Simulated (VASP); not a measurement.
# Si24NO47 (a cell with a defect) in VASP: further runs

The runs below take Si24NO47 (a cell with a defect) through relaxation of the atoms, single point, with PBEsol.

All numbers are computed with VASP 6.6.1; they aren't measurements. Logs are shortened: lines on timing, memory, paths and dates and some standing lists are left out, and cuts for length are marked.

## (1) The cell of the first run

The cell holds a defect, 72 atoms: a = 9.902 Å, b = 9.902 Å, c = 10.886 Å, α = 90.00°, β = 90.00°, γ = 120.00°.

## (2) Relaxation of the atoms, PBEsol, collinear spin

The input, INCAR:

```
SYSTEM = Si24NO47
ALGO = Normal
EDIFF = 1E-7
EDIFFG = -0.03
ENCUT = 520
GGA = PS
GGA_COMPAT = .False.
IBRION = 2
ISIF = 2
ISMEAR = -1
ISPIN = 2
ISYM = -1
KPAR = 1
LASPH = .True.
LCHARG = .False.
LORBIT = 11
LREAL = Auto
LWAVE = .False.
MAGMOM = 0 0 0 0 0 0 0 0 0 0 0 0 0.667 0 0 0 0 0.667 0 0 0 0 0 0 0 0 0 0 0 0 0 0 0 0 0 0 0 0 0 0 0 0 0 0 0 0 0 0 0 0 0 0 0 0 0 0 0 0 0 0 0 0 0 0 0 0 0 0 0 0 0 0.667
NELECT = 382.0
NELM = 200
NELMIN = 4
NSW = 100
PREC = Accurate
SIGMA = 0.05
```

The input, KPOINTS:

```
explicit points
1
Reciprocal
  0.25000000   0.25000000   0.25000000 1
```

The input, POSCAR:

```
Si24NO47
1.0
    9.9016390000      0.0000000000      0.0000000000
   -4.9508190000      8.5750710000      0.0000000000
    0.0000000000      0.0000000000     10.8858800000
Si O N
24 47 1
Direct
    0.2326860000      0.9990780000      0.1659150000
    0.2350900000      0.0031480000      0.6654290000
    0.2330640000      0.5008080000      0.1681120000
    0.2344420000      0.5016720000      0.6640370000
    0.7376980000      0.0020000000      0.1682010000
    0.7340140000      0.0008230000      0.6682460000
    0.7347050000      0.5033890000      0.1662080000
    0.7376110000      0.4989990000      0.6642940000
    0.9977670000      0.2328910000      0.3316810000
    0.9968350000      0.2305770000      0.8313680000
    0.9968970000      0.7297160000      0.3327430000
    0.0028180000      0.7404290000      0.8323880000
    0.5019880000      0.2354810000      0.3312560000
    0.5003350000      0.2338240000      0.8302840000
    0.4992490000      0.7334620000      0.3361240000
    0.5028750000      0.7392550000      0.8288830000
    0.2663940000      0.2658740000      0.0044910000
    0.2658650000      0.2656760000      0.4983680000
    0.2650480000      0.7657110000      0.0016520000
    0.2662260000      0.7661100000      0.5022200000
    0.7627040000      0.2637130000      0.0023270000
    0.7645020000      0.2658330000      0.4983660000
    0.7625280000      0.7643020000      0.9981710000
    0.7665650000      0.7664810000      0.5017320000
    0.2089100000      0.1340610000      0.1056440000
    0.2049620000      0.1318780000      0.6087980000
    0.2069380000      0.6310000000      0.1040940000
    0.2059190000      0.6331470000      0.6077640000
    0.7040820000      0.1328790000      0.1094970000
    0.7091260000      0.1344910000      0.6060800000
    0.7075120000      0.6341750000      0.1079750000
    0.7087560000      0.6327030000      0.6097280000
    0.3670450000      0.0719740000      0.2755940000
    0.3699650000      0.0744230000      0.7728970000
    0.3678830000      0.5735510000      0.2727660000
    0.3672870000      0.5675000000      0.7724110000
    0.8693300000      0.0747360000      0.2727710000
    0.8729870000      0.0730590000      0.7703060000
    0.8691500000      0.5760450000      0.2749750000
    0.8619310000      0.5700160000      0.7733130000
    0.4267840000      0.2936040000      0.9404710000
    0.4277290000      0.7937010000      0.4400100000
    0.4242590000      0.7897380000      0.9373610000
    0.9279260000      0.2937220000      0.4407030000
    0.9278200000      0.2976120000      0.9404910000
    0.9249890000      0.7929680000      0.4393610000
    0.9239940000      0.7942160000      0.9404290000
    0.1341960000      0.2072800000      0.3919070000
    0.1313830000      0.2020060000      0.8921320000
    0.1320130000      0.7036710000      0.3895980000
    0.1327840000      0.7040300000      0.8948390000
    0.6301970000      0.2046430000      0.3926520000
    0.6317090000      0.2044110000      0.8910740000
    0.6322590000      0.7059700000      0.3908250000
    0.6299770000      0.7045160000      0.8912510000
    0.0750570000      0.3684360000      0.2263030000
    0.0742920000      0.3704280000      0.7238110000
    0.0770250000      0.8701970000      0.2266360000
    0.0785610000      0.8672170000      0.7274170000
    0.5722810000      0.3658380000      0.2283770000
    0.5782670000      0.3698820000      0.7271870000
    0.5717140000      0.8659740000      0.2257130000
    0.5747500000      0.8672620000      0.7265750000
    0.2989800000      0.4301820000      0.0611120000
    0.2938980000      0.4275390000      0.5592090000
    0.2918560000      0.9261630000      0.0560070000
    0.2936030000      0.9324410000      0.5593140000
    0.7973710000      0.4294460000      0.0593520000
    0.7921170000      0.4263090000      0.5595360000
    0.7951200000      0.9247600000      0.0617370000
    0.7977550000      0.9318040000      0.5614340000
    0.4296020000      0.2937320000      0.4415460000
```

Potentials or basis: VASP PAW PBE potentials, release 64 (Si, O, N).

Started as:

```sh
> cat potpaw_PBE.64/Si/POTCAR potpaw_PBE.64/O/POTCAR potpaw_PBE.64/N/POTCAR > POTCAR
> mpirun -np 8 vasp_std > vasp.out
```

OUTCAR:

```text
SYSTEM = Si24NO47
   EDIFF = 1E-7
   EDIFFG = -0.03
   ENCUT = 520
   GGA = PS
   IBRION = 2
   ISIF = 2
   ISMEAR = -1
   ISPIN = 2
   ISYM = -1
   LASPH = .True.
   LORBIT = 11
   LREAL = Auto
   NELECT = 382.0
   NELM = 200
   NELMIN = 4
   NSW = 100
   PREC = Accurate

 ion  position               nearest neighbor table
   1  0.233  0.999  0.166-  58 1.57  25 1.61  66 1.65  33 1.66  17 3.05  19 3.06  13 3.10  11 3.10

   2  0.235  0.003  0.665-  26 1.57  67 1.60  59 1.61  34 1.65  14 3.06  18 3.06  12 3.06  20 3.08

   3  0.233  0.501  0.168-  56 1.59  27 1.60  35 1.62  64 1.65  19 3.07   9 3.07  17 3.08  15 3.09
[... 89 lines left out ...]
  71  0.798  0.932  0.561-   6 1.63  24 1.64
  72  0.430  0.294  0.442-  18 1.62  13 1.64

IMPORTANT INFORMATION: All symmetrisations will be switched off!
NOSYMM: (Re-)initialisation of all symmetry stuff for point group C_1.

----------------------------------------------------------------------------------------

                                     Primitive cell

  volume of cell :     924.2902

  direct lattice vectors                    reciprocal lattice vectors
     9.901639000  0.000000000  0.000000000     0.100993381  0.058308549  0.000000000
    -4.950819000  8.575071000  0.000000000     0.000000000  0.116617110  0.000000000
     0.000000000  0.000000000 10.885880000     0.000000000  0.000000000  0.091862119

  length of vectors
     9.901639000  9.901638825 10.885880000     0.116617108  0.116617110  0.091862119

  position of ions in fractional coordinates (direct lattice)
     0.232686000  0.999078000  0.165915000
     0.235090000  0.003148000  0.665429000
     0.233064000  0.500808000  0.168112000
     0.234442000  0.501672000  0.664037000
     0.737698000  0.002000000  0.168201000
     0.734014000  0.000823000  0.668246000
[... 64 lines left out ...]
     0.797755000  0.931804000  0.561434000
     0.429602000  0.293732000  0.441546000

  ion indices of the primitive-cell ions
   primitive index   ion index
                 1           1
                 2           2
                 3           3
                 4           4
                 5           5
                 6           6
[... 64 lines left out ...]
                71          71
                72          72

----------------------------------------------------------------------------------------

 KPOINTS: explicit points

Read explicit list of k-points.

 Found      1 k-points:

 Following reciprocal coordinates:
            Coordinates               Weight
  0.250000  0.250000  0.250000      1.000000
   k-points           NKPTS =      1   k-points in BZ     NKDIM =      1   number of bands    NBANDS=    232
   number of dos      NEDOS =    301   number of ions     NIONS =     72
   total plane-waves  NPLWV = 537600
   dimension x,y,z NGX =    80 NGY =   80 NGZ =   84
   dimension x,y,z NGXF=   160 NGYF=  160 NGZF=  168
   ions per type =              24  47   1
   NGX,Y,Z   is equivalent  to a cutoff of  13.43, 13.43, 12.83 a.u.
   NGXF,Y,Z  is equivalent  to a cutoff of  26.86, 26.86, 25.66 a.u.
 SYSTEM =  Si24NO47
   PREC   = accura    normal or accurate (medium, high low for compatibility)
   ISTART =      0    job   : 0-new  1-cont  2-samecut
   ICHARG =      2    charge: 1-file 2-atom 10-const
   ISPIN  =      2    spin polarized calculation?
   LNONCOLLINEAR =      F non collinear calculations
   LSORBIT =      F    spin-orbit coupling
   LASPH  =      T    aspherical Exc in radial PAW
   ENCUT  =  520.0 eV  38.22 Ry    6.18 a.u.  18.41 18.41 20.24*2*pi/ulx,y,z
   NELM   =    200;   NELMIN=  4; NELMDL= -5     # of ELM steps
   EDIFF  = 0.1E-06   stopping-criterion for ELM
   LREAL  =      T    real-space projection
   EDIFFG = -.3E-01   stopping-criterion for IOM
   NSW    =    100    number of steps for IOM
   IBRION =      2    ionic relax: 0-MD 1-quasi-New 2-CG
   NFREE  =      1    steps in history (QN), initial steepest desc. (CG)
   ISIF   =      2    stress and relaxation
   ISYM   =     -1    0-nonsym 1-usesym 2-fastsym
[... 44 lines left out ...]
  --------------------------------------------------------------------------------------
  -------------------------------------------------------------------------------------
  Total        3.2455461      5.3191038     -5.0052283     -1.0277630     -4.6416635     -2.1321094
  in kB        5.6258742      9.2202075     -8.6761313     -1.7815385     -8.0459231     -3.6958276
  external PRESSURE =       2.0566501 kB  Pullay stress =       0.0000000 kB
[... 299 lines left out ...]
  FREE ENERGIE OF THE ION-ELECTRON SYSTEM (eV)
  ---------------------------------------------------
  free  energy   TOTEN  =      -591.2341484007 eV

  energy  without entropy=     -591.1541076533  energy(sigma->0) =     -591.19412803

[... ionic steps 4 to 41 ...]

--------------------------------------- Ionic step       42  -------------------------------------------

 number of electron     382.0000002 magnetization       1.9946519

------------------------ aborting loop because EDIFF is reached ----------------------------------------
[... 207 lines left out ...]
--------------------------------------- Ionic step       44  -------------------------------------------

 number of electron     382.0000001 magnetization       1.9947271

 Free energy of the ion-electron system (eV)
  ---------------------------------------------------
  ext. energy  EPLUGINS =         0.00000000
  ---------------------------------------------------
  free energy    TOTEN  =      -591.75580352 eV

  energy without entropy =     -591.75182477  energy(sigma->0) =     -591.75381415

 E-fermi :   1.2093     XC(G=0):  -9.3256

 val. band max:        0.8691247878   @ k =   0.2500   0.2500   0.2500
 cond. band min:       1.4768966790   @ k =   0.2500   0.2500   0.2500
 fundamental gap:      0.6077718912
 Fermi energy:         1.2093247161

 spin component 1

 k-point     1 :       0.2500    0.2500    0.2500
  band No.  band energies     occupation
      1     -18.3380      1.00000
      2     -18.2310      1.00000
      3     -18.0982      1.00000
      4     -18.0148      1.00000
      5     -17.9517      1.00000
      6     -17.8950      1.00000
[... 195 lines left out ...]
    202       9.4771      0.00000
    203       9.5835      0.00000
 Fermi energy:         1.2093247161

 spin component 2

 k-point     1 :       0.2500    0.2500    0.2500
  band No.  band energies     occupation
      1     -18.2734      1.00000
      2     -18.1772      1.00000
      3     -18.0720      1.00000
      4     -17.9953      1.00000
      5     -17.9331      1.00000
      6     -17.8813      1.00000
[... 195 lines left out ...]
    202       9.5198      0.00000
    203       9.6098      0.00000
 [bands above 203 left out]

------------------------ aborting loop because EDIFF is reached ----------------------------------------

  FORCE on cell =-STRESS in cart. coord.  units (eV):
  Direction    XX          YY          ZZ          XY          YZ          ZX
  --------------------------------------------------------------------------------------
  -------------------------------------------------------------------------------------
  Total       -5.4071984     -7.0565549     -6.0782169      0.2388865      0.6308891     -0.2615945
  in kB       -9.3729118    -12.2319289    -10.5360645      0.4140892      1.0935918     -0.4534516
  external PRESSURE =     -10.7136351 kB  Pullay stress =       0.0000000 kB
[... 87 lines left out ...]
  FREE ENERGIE OF THE ION-ELECTRON SYSTEM (eV)
  ---------------------------------------------------
  free  energy   TOTEN  =      -591.7558035210 eV

  energy  without entropy=     -591.7518247706  energy(sigma->0) =     -591.75381415

 reached required accuracy - stopping structural energy minimisation

 total charge

# of ion       s       p       d       tot
------------------------------------------
    1        0.645   0.993   0.000   1.638
    2        0.645   0.992   0.000   1.636
    3        0.644   0.991   0.000   1.636
    4        0.645   0.992   0.000   1.637
    5        0.644   0.990   0.000   1.634
    6        0.645   0.993   0.000   1.638
[... 64 lines left out ...]
   71        1.545   3.674   0.000   5.219
   72        1.280   2.340   0.000   3.621
--------------------------------------------------
tot         89.416 198.700   0.000 288.116

 magnetization (x)

# of ion       s       p       d       tot
------------------------------------------
    1       -0.000  -0.001   0.000  -0.001
    2       -0.000  -0.000   0.000  -0.001
    3       -0.000  -0.000   0.000  -0.000
    4        0.000   0.000   0.000   0.000
    5        0.000   0.000   0.000   0.000
    6       -0.000  -0.000   0.000  -0.000
[... 64 lines left out ...]
   71        0.000   0.000   0.000   0.000
   72        0.031   0.993   0.000   1.024
--------------------------------------------------
tot          0.029   1.418   0.000   1.447
```

Wall time 59 min (8 MPI ranks of Intel Xeon 6975P-C (Granite Rapids), shared host); peak memory 0.43 GiB.

Results:

```yaml
Free_energy: -591.7558 eV
Energy_gained_by_relaxing: 26.3 meV/atom
Ionic_steps: 44
Largest_force_after_relaxing: 0.026 eV/Å
Net_moment: 1.99 μB per cell
Site_moments: Si -0.00, +0.00, -0.02 (each value once); O +0.00, +0.06, +0.10, +0.01, +0.08, +0.05, +0.02 (each value once); N +1.02 μB
Valence_electrons_inside_the_program's_atomic_spheres: Si 1.64, 1.63, 1.66 (each value once); O 5.22, 5.21, 5.19, 5.20 (each value once); N 3.62
```

Forces on the atoms (eV/Å):
```
Si  -0.016 -0.005  0.013
Si  -0.007  0.025  0.004
Si   0.003 -0.003 -0.004
Si   0.016 -0.011  0.005
Si  -0.008 -0.002 -0.001
Si   0.003  0.003 -0.007
Si   0.003 -0.004 -0.009
Si  -0.020 -0.007 -0.005
Si  -0.003  0.001 -0.003
Si   0.001  0.006 -0.002
Si  -0.014 -0.006 -0.002
Si   0.002  0.015 -0.018
Si  -0.016  0.002  0.001
Si  -0.005 -0.016 -0.001
Si   0.001 -0.016 -0.002
Si  -0.009  0.004 -0.005
Si   0.005  0.002 -0.004
Si   0.021 -0.004  0.006
Si   0.003 -0.008  0.008
Si  -0.004  0.009  0.003
Si   0.005  0.009 -0.005
Si   0.007 -0.001  0.003
Si  -0.003 -0.013  0.006
Si   0.005  0.009 -0.012
O   -0.003  0.005 -0.015
O    0.016 -0.020  0.001
O   -0.001 -0.003  0.009
O    0.005 -0.022  0.010
O    0.007  0.001 -0.003
O    0.004  0.008  0.007
O    0.006 -0.012  0.006
O   -0.016  0.009 -0.009
O    0.002  0.006 -0.001
O   -0.006  0.011 -0.001
O   -0.012 -0.001 -0.007
O    0.001 -0.001 -0.007
O   -0.001 -0.003 -0.001
O    0.014  0.000 -0.006
O    0.019  0.007  0.007
O   -0.012 -0.008  0.008
O    0.006 -0.008  0.003
O    0.015 -0.010  0.006
O   -0.006 -0.006  0.002
O   -0.012  0.002 -0.007
O    0.002 -0.005  0.009
O    0.004  0.008  0.012
O   -0.010  0.017  0.009
O   -0.001 -0.010  0.001
O    0.004  0.006  0.009
O   -0.001 -0.003 -0.006
O   -0.002 -0.014  0.016
O   -0.006  0.002  0.002
O   -0.002  0.010 -0.001
O    0.022  0.000  0.005
O    0.002  0.005 -0.002
O   -0.002  0.001 -0.010
O    0.000  0.001  0.006
O   -0.008  0.017 -0.006
O    0.017  0.004 -0.005
O   -0.007 -0.001  0.001
O    0.002 -0.001  0.003
O    0.003  0.004 -0.004
O   -0.008  0.004 -0.004
O    0.002 -0.008 -0.004
O   -0.004 -0.004 -0.011
O    0.004  0.010  0.006
O   -0.010  0.011  0.010
O   -0.013 -0.011  0.017
O    0.000  0.001  0.004
O    0.018  0.007 -0.006
O    0.008  0.007 -0.009
N   -0.009 -0.005 -0.012
```

The path:
```csv
step,energy change (eV),largest force (eV/Å),pressure (GPa)
1,0.0000,3.8145,0.21
3,-1.3711,1.6757,-0.32
5,-1.6061,0.6743,-0.38
7,-1.7267,0.6131,-0.43
9,-1.7759,0.5833,-0.50
11,-1.8099,0.4249,-0.58
13,-1.8332,0.2505,-0.67
15,-1.8503,0.2354,-0.76
17,-1.8590,0.1445,-0.83
19,-1.8664,0.1421,-0.91
21,-1.8720,0.1188,-0.98
23,-1.8760,0.1085,-1.04
25,-1.8789,0.0948,-1.09
27,-1.8818,0.0992,-1.14
29,-1.8841,0.0618,-1.18
31,-1.8854,0.0632,-1.19
33,-1.8869,0.0668,-1.19
35,-1.8881,0.0607,-1.18
37,-1.8892,0.0607,-1.15
39,-1.8906,0.0609,-1.11
41,-1.8913,0.0505,-1.09
43,-1.8921,0.0520,-1.08
44,-1.8927,0.0262,-1.07
```

Levels at points of the mesh, in eV from the Fermi level:
Spin up:
```csv
k point,band 188,band 189,band 190,band 191,band 192,band 193,band 194,band 195,band 196,band 197
"(0.25, 0.25, 0.25)",-0.45,-0.43,-0.40,-0.36,-0.34,6.17,6.83,6.86,7.06,7.47
```
Spin down:
```csv
k point,band 186,band 187,band 188,band 189,band 190,band 191,band 192,band 193,band 194,band 195
"(0.25, 0.25, 0.25)",-0.47,-0.44,-0.39,-0.35,-0.34,0.27,0.37,6.20,6.85,6.90
```

Caveat: the cell carries a net charge on a neutralising background, which shifts energy and pressure; the cell is charged against a uniform background, so pressure and absolute levels hang on convention; the PAW data sets were made with another functional, which shifts forces and pressure a little.

[end of part 1 of 2]
